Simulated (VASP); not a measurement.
# W2Se (P-3m1) in VASP: single point with PBE

Aim: the single point of W2Se with PBE.

Everything below comes from runs of VASP 6.6.1. Logs are shortened: lines on timing, memory, paths and dates and some standing lists are left out, and cuts for length are marked.

**1. The cell of the first run**

The structure is trigonal, space group P-3m1 (No. 164). The conventional cell has a = 4.501 Å, b = 4.501 Å, c = 2.809 Å, α = 90.00°, β = 90.00°, γ = 120.00°. W (site symmetry 3m) has 6 Se at 2.65 to 3.46 Å and 8 W at 2.81 to 3.13 Å within 3.5 Å. Within 3.5 Å of Se (site symmetry -3m) lie 12 W at 2.65 to 3.46 Å and 2 Se at 2.81 Å.

The cell was generated, and may not be a known phase.

**2. Single point, PBE**

INCAR reads:

```
PREC     = Accurate       # precision mode
ENCUT    = 500            # plane-wave cutoff, eV
EDIFF    = 1E-6           # SCF threshold, eV
ISMEAR   = 0              # smearing method
SIGMA    = 0.2            # smearing width, eV
LREAL    = F              # projectors in reciprocal space
LASPH    = T              # aspherical terms in the spheres
NELM     = 120            # most SCF steps
ALGO     = Normal         # electronic algorithm
ISIF     = 2              # what is computed and relaxed
LWAVE    = F              # write WAVECAR
LCHARG   = T              # write CHGCAR
GGA      = PE             # functional
LELF     = T              # ELF
LVHAR    = T            
NBANDS   = 24             # bands
GGA_COMPAT= F
```

KPOINTS reads:

```
Automatic mesh
0
Gamma
  5 5 6
```

POSCAR reads:

```
W2Se
1.0
    4.5007007535     -0.0000000028      0.0000000000
   -2.2503503744      3.8977211888      0.0000000000
    0.0000000000      0.0000000000      2.8092031251
W Se
2 1
Direct
    0.3333333333      0.6666666667      0.1893093380
    0.6666666667      0.3333333333      0.8106906620
    0.0000000000      0.0000000000      0.0000000000
```

Potentials or basis: VASP PAW PBE potentials, release 64 (W_sv, Se).

The run is started by

```console
$ cat potpaw_PBE.64/W_sv/POTCAR potpaw_PBE.64/Se/POTCAR > POTCAR
$ mpirun -np 1 vasp_std > vasp.out
```

OUTCAR:

```text
PREC = Accurate
   ENCUT = 500
   EDIFF = 1E-6
   ISMEAR = 0
   LREAL = F
   LASPH = T
   NELM = 120
   ISIF = 2
   GGA = PE

 ion  position               nearest neighbor table
   1  0.333  0.667  0.189-   3 2.65   3 2.65   3 2.65   2 2.81   2 2.81   2 2.81   2 3.13   2 3.13
                             2 3.13
   2  0.667  0.333  0.811-   3 2.65   3 2.65   3 2.65   1 2.81   1 2.81   1 2.81   1 3.13   1 3.13
                             1 3.13
   3  0.000  0.000  0.000-   1 2.65   2 2.65   2 2.65   1 2.65   2 2.65   1 2.65

  LATTYP: Found a hexagonal cell.
 ALAT       =     4.5007007535
 C/A-ratio  =     0.6241701635

  Lattice vectors:

 A1 = (   4.5007007535,  -0.0000000028,   0.0000000000)
 A2 = (  -2.2503503744,   3.8977211888,   0.0000000000)
 A3 = (   0.0000000000,   0.0000000000,   2.8092031251)

Analysis of symmetry for initial positions (statically):
=====================================================================
 Subroutine PRICEL returns:
 Original cell was already a primitive cell.

 Routine SETGRP: Setting up the symmetry group for a
 hexagonal supercell.

 Subroutine GETGRP returns: Found 12 space group operations
 (whereof 12 operations were pure point group operations)
 out of a pool of 24 trial point group operations.

The static configuration has the point symmetry D_3d.

Analysis of symmetry for dynamics (positions and initial velocities):
=====================================================================
 Subroutine PRICEL returns:
 Original cell was already a primitive cell.

 Routine SETGRP: Setting up the symmetry group for a
 hexagonal supercell.

 Subroutine GETGRP returns: Found 12 space group operations
 (whereof 12 operations were pure point group operations)
 out of a pool of 24 trial point group operations.

The dynamic configuration has the point symmetry D_3d.

 Subroutine INISYM returns: Found 12 space group operations
 (whereof 12 operations are pure point group operations),
 and found     1 'primitive' translations

----------------------------------------------------------------------------------------

                                     Primitive cell

  volume of cell :      49.2804

  direct lattice vectors                    reciprocal lattice vectors
     4.500700754 -0.000000003  0.000000000     0.222187623  0.128280084  0.000000000
    -2.250350374  3.897721189  0.000000000     0.000000000  0.256560167  0.000000000
     0.000000000  0.000000000  2.809203125     0.000000000  0.000000000  0.355972835

  length of vectors
     4.500700754  4.500700754  2.809203125     0.256560167  0.256560167  0.355972835

  position of ions in fractional coordinates (direct lattice)
     0.333333333  0.666666667  0.189309338
     0.666666667  0.333333333  0.810690662
     0.000000000  0.000000000  0.000000000

  ion indices of the primitive-cell ions
   primitive index   ion index
                 1           1
                 2           2
                 3           3

----------------------------------------------------------------------------------------

 KPOINTS: Automatic mesh

Automatic generation of k-mesh.
 Grid dimensions read from file:
 generate k-points for:    5    5    6

 Generating k-lattice:

  Cartesian coordinates                     Fractional coordinates (reciprocal lattice)
     0.044437525  0.025656017  0.000000000     0.200000000  0.000000000  0.000000000
     0.000000000  0.051312033  0.000000000     0.000000000  0.200000000  0.000000000
     0.000000000  0.000000000  0.059328806     0.000000000  0.000000000  0.166666667

  Length of vectors
     0.051312033  0.051312033  0.059328806

  Shift w.r.t. Gamma in fractional coordinates (k-lattice)
     0.000000000  0.000000000  0.000000000

 Subroutine IBZKPT returns following result:
 ===========================================

 Found     24 irreducible k-points:

 Following reciprocal coordinates:
            Coordinates               Weight
  0.000000  0.000000  0.000000      1.000000
  0.200000 -0.000000  0.000000      6.000000
  0.400000 -0.000000  0.000000      6.000000
  0.200000  0.200000  0.000000      6.000000
  0.400000  0.200000  0.000000      6.000000
  0.000000  0.000000  0.166667      2.000000
[... 16 lines left out ...]
  0.200000  0.200000  0.500000      6.000000
  0.400000  0.200000  0.500000      6.000000
   k-points           NKPTS =     24   k-points in BZ     NKDIM =     24   number of bands    NBANDS=     24
   number of dos      NEDOS =    301   number of ions     NIONS =      3
   total plane-waves  NPLWV =  25920
   dimension x,y,z NGX =    36 NGY =   36 NGZ =   20
   dimension x,y,z NGXF=    72 NGYF=   72 NGZF=   40
   ions per type =               2   1
   NGX,Y,Z   is equivalent  to a cutoff of  13.30, 13.30, 11.84 a.u.
   NGXF,Y,Z  is equivalent  to a cutoff of  26.60, 26.60, 23.67 a.u.
 SYSTEM =  unknown system
   PREC   = accura    normal or accurate (medium, high low for compatibility)
   ISTART =      0    job   : 0-new  1-cont  2-samecut
   ICHARG =      2    charge: 1-file 2-atom 10-const
   ISPIN  =      1    spin polarized calculation?
   LNONCOLLINEAR =      F non collinear calculations
   LSORBIT =      F    spin-orbit coupling
   LASPH  =      T    aspherical Exc in radial PAW
   ENCUT  =  500.0 eV  36.75 Ry    6.06 a.u.   8.21  8.21  5.12*2*pi/ulx,y,z
   NELM   =    120;   NELMIN=  2; NELMDL= -5     # of ELM steps
   EDIFF  = 0.1E-05   stopping-criterion for ELM
   LREAL  =      F    real-space projection
   EDIFFG = 0.1E-04   stopping-criterion for IOM
   NSW    =      0    number of steps for IOM
   IBRION =     -1    ionic relax: 0-MD 1-quasi-New 2-CG
   NFREE  =      0    steps in history (QN), initial steepest desc. (CG)
   ISIF   =      2    stress and relaxation
   ISYM   =      2    0-nonsym 1-usesym 2-fastsym
   POTIM  = 0.5000    time-step for ionic-motion
   TEBEG  =    0.0;   TEEND  =   0.0 temperature during run
   PSTRESS=    0.0 pullay stress
   NELECT =      34.0000    total number of electrons
   NUPDOWN=      -1.0000    fix difference up-down
   EMIN   =  10.00;   EMAX   =-10.00  energy-range for DOS
   EFERMI =   0.00;   METHOD = LEGACY
   ISMEAR =     0;   SIGMA  =   0.20  broadening in eV -4-tet -1-fermi 0-gaus
   EFERMI_NEDOS =   21; number of points for ismear=-14 and -15
   IALGO  =     38    algorithm
   IMIX   =      4    mixing-type and parameters
     AMIX     =   0.40;   BMIX     =  1.00
     AMIX_MAG =   1.60;   BMIX_MAG =  1.00
  volume/ion in A,a.u.               =      16.43       110.85
  Fermi-wavevector in a.u.,A,eV,Ry     =   1.446582  2.733644 28.471553  2.092600
  Thomas-Fermi vector in A             =   2.564634
   LORBIT       =      0    0 simple, 1 ext, 2 COOP (PROOUT), +10 PAW based schemes
   GGA     = PE    functional components
   LHFCALC =     F    Hartree Fock is set to
   AEXX    =    0.0000 exact exchange contribution
   IVDW    =     0    specifies the selected vdW correction
   LEPSILON=     F    determine dielectric tensor
   LRPA    =     F    only Hartree local field effects (RPA)
 non-spin polarized calculation
 Gauss-broadening in eV      SIGMA  =   0.20
  energy-cutoff  :      500.00
  volume of cell :       49.28
 maximum number of plane-waves:      1266
 NGX is ok and might be reduce to    36
   NGX = 17   NGY = 17   NGZ = 11

 number of electron      34.0000001 magnetization

 Free energy of the ion-electron system (eV)
  ---------------------------------------------------
  ext. energy  EPLUGINS =         0.00000000
  ---------------------------------------------------
  free energy    TOTEN  =       -27.66853808 eV

  energy without entropy =      -27.61962851  energy(sigma->0) =      -27.64408330

 E-fermi :  10.3596     XC(G=0): -12.7956

 val. band max:       10.2598814774   @ k =   0.4000   0.2000   0.1667
 cond. band min:      10.3604493687   @ k =   0.2000  -0.0000   0.0000
 fundamental gap:      0.1005678913
 Fermi energy:        10.3596376983

 k-point     1 :       0.0000    0.0000    0.0000
  band No.  band energies     occupation
      1     -63.8572      2.00000
      2     -63.7769      2.00000
      3     -28.3330      2.00000
      4     -28.3330      2.00000
      5     -27.8560      2.00000
      6     -27.8560      2.00000
[... 16 lines left out ...]
     23      14.7210      0.00000
     24      15.4188      0.00000

 k-point     2 :       0.2000   -0.0000    0.0000
  band No.  band energies     occupation
      1     -63.8506      2.00000
      2     -63.7837      2.00000
      3     -28.3546      2.00000
      4     -28.3096      2.00000
      5     -27.8986      2.00000
      6     -27.8343      2.00000
[... 16 lines left out ...]
     23      13.4560      0.00000
     24      16.3154      0.00000

 k-point     3 :       0.4000   -0.0000    0.0000
  band No.  band energies     occupation
      1     -63.8349      2.00000
      2     -63.7994      2.00000
      3     -28.3862      2.00000
      4     -28.2624      2.00000
      5     -27.9696      2.00000
      6     -27.8024      2.00000
[... 16 lines left out ...]
     23      13.5615      0.00000
     24      16.2368      0.00000

 k-point     4 :       0.2000    0.2000    0.0000
  band No.  band energies     occupation
      1     -63.8388      2.00000
      2     -63.7955      2.00000
      3     -28.3925      2.00000
      4     -28.2522      2.00000
      5     -27.9709      2.00000
      6     -27.8004      2.00000
[... 16 lines left out ...]
     23      14.0929      0.00000
     24      17.3781      0.00000

 k-point     5 :       0.4000    0.2000    0.0000
  band No.  band energies     occupation
      1     -63.8254      2.00000
      2     -63.8089      2.00000
      3     -28.4165      2.00000
      4     -28.1881      2.00000
      5     -28.0416      2.00000
      6     -27.7794      2.00000
[... 16 lines left out ...]
     23      14.5421      0.00000
     24      16.5514      0.00000

 k-point     6 :       0.0000    0.0000    0.1667
  band No.  band energies     occupation
      1     -63.8436      2.00000
      2     -63.7696      2.00000
      3     -28.2943      2.00000
      4     -28.2943      2.00000
      5     -27.8575      2.00000
      6     -27.8575      2.00000
[... 16 lines left out ...]
     23      15.3555      0.00000
     24      15.9525      0.00000
[... 379 lines left out ...]
 k-point    21 :       0.2000   -0.0000    0.5000
  band No.  band energies     occupation
      1     -63.7958      2.00000
      2     -63.7537      2.00000
      3     -28.3727      2.00000
      4     -28.3206      2.00000
      5     -28.1721      2.00000
      6     -28.0860      2.00000
[... 16 lines left out ...]
     23      16.0274      0.00000
     24      16.6766      0.00000

 k-point    22 :       0.4000   -0.0000    0.5000
  band No.  band energies     occupation
      1     -63.7860      2.00000
      2     -63.7636      2.00000
      3     -28.4198      2.00000
      4     -28.3741      2.00000
      5     -28.1910      2.00000
      6     -27.9989      2.00000
[... 16 lines left out ...]
     23      15.5384      0.00000
     24      17.1204      0.00000

 k-point    23 :       0.2000    0.2000    0.5000
  band No.  band energies     occupation
      1     -63.7884      2.00000
      2     -63.7612      2.00000
      3     -28.4098      2.00000
      4     -28.3654      2.00000
      5     -28.1939      2.00000
      6     -28.0063      2.00000
[... 16 lines left out ...]
     23      15.4427      0.00000
     24      16.5120      0.00000

 k-point    24 :       0.4000    0.2000    0.5000
  band No.  band energies     occupation
      1     -63.7800      2.00000
      2     -63.7696      2.00000
      3     -28.4204      2.00000
      4     -28.3964      2.00000
      5     -28.2089      2.00000
      6     -27.9487      2.00000
[... 16 lines left out ...]
     23      16.2784      0.00000
     24      16.4669      0.00000

------------------------ aborting loop because EDIFF is reached ----------------------------------------

  FORCE on cell =-STRESS in cart. coord.  units (eV):
  Direction    XX          YY          ZZ          XY          YZ          ZX
  --------------------------------------------------------------------------------------
  -------------------------------------------------------------------------------------
  Total        0.2266539      0.2266539      0.2145906     -0.0000000     -0.0000000     -0.0000000
  in kB        7.3688489      7.3688489      6.9766545     -0.0000000     -0.0000000     -0.0000000
  external PRESSURE =       7.2381174 kB  Pullay stress =       0.0000000 kB

 VOLUME and BASIS-vectors are now :
 -----------------------------------------------------------------------------
  energy-cutoff  :      500.00
  volume of cell :       49.28
      direct lattice vectors                 reciprocal lattice vectors
     4.500700754 -0.000000003  0.000000000     0.222187623  0.128280084  0.000000000
    -2.250350374  3.897721189  0.000000000     0.000000000  0.256560167  0.000000000
     0.000000000  0.000000000  2.809203125     0.000000000  0.000000000  0.355972835

 POSITION                                       TOTAL-FORCE (eV/Angst)
 -----------------------------------------------------------------------------------
      0.00000      2.59848      0.53181         0.000000     -0.000000      0.005369
      2.25035      1.29924      2.27739        -0.000000      0.000000     -0.005369
      0.00000      0.00000      0.00000        -0.000000      0.000000     -0.000000
 -----------------------------------------------------------------------------------
    total drift:                               -0.000000      0.000000     -0.000000

  FREE ENERGIE OF THE ION-ELECTRON SYSTEM (eV)
  ---------------------------------------------------
  free  energy   TOTEN  =       -27.6685380806 eV

  energy  without entropy=      -27.6196285098  energy(sigma->0) =      -27.64408330
```

Wall time 29 s (1 thread of Intel Xeon 8259CL, shared host); peak memory 0.18 GiB.

What came out:

```
Free energy            : -27.6685 eV
Pressure               : 0.7 GPa
Largest force          : 0.005 eV/Å
Band gap on the k mesh : zero (bands 17 and 18 overlap by 1.75 eV)
```

Forces on the atoms (eV/Å):
```
W    0.000  0.000  0.005
W    0.000  0.000 -0.005
Se   0.000  0.000  0.000
```

Caveat: the k points lie up to 0.37 Å⁻¹ apart, too coarse for converged energies and pressures of a metal; spin-orbit coupling is left out, which moves the levels of the heavy elements.

The gap in the log of VASP goes by the Fermi energy; the results here count the filled bands.